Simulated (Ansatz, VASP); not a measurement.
## Two plane-wave programs on MgS

```
Mg S
1.0
     0.00000    2.59091    2.59091
     2.59091    0.00000    2.59091
     2.59091    2.59091    0.00000
Mg S
1 1
Direct
  0.00000 0.00000 0.00000
  0.50000 0.50000 0.50000
```

Alike in both runs: functional PBEsol; k mesh 8 × 8 × 8; occupations gaussian, width 0.02 eV; no spin polarisation.

Ansatz relaxed the structure, and its values are those at the end. VASP's run is a single point on that final structure, the one shown.

|  | VASP | Ansatz |
| --- | --- | --- |
| version | VASP 6.6.1 | Ansatz 0.2.0 |
| potentials or method | VASP PAW PBE potentials, release 64 (Mg, S), cutoff 600 eV | scalar-relativistic, plane waves, PAW |
| valence electrons in the cell | 8 | 16 |

```tsv
	VASP	Ansatz	Ansatz less VASP
gap on the k mesh at the Fermi level (eV)	2.73	2.73	-0.001
least direct gap on the mesh (eV)	3.69	3.69	+0.001
pressure (GPa)	-0.2	0.0	+0.18
```

VASP's potentials were made for PBE, not for PBEsol, and Ansatz warns of the same on its side. With one functional, cell and mesh, what is left measures potentials, basis and numerics. VASP's potentials hold 8 valence electrons a cell and Ansatz's 16, so a difference there can come from the potentials and not from the codes.
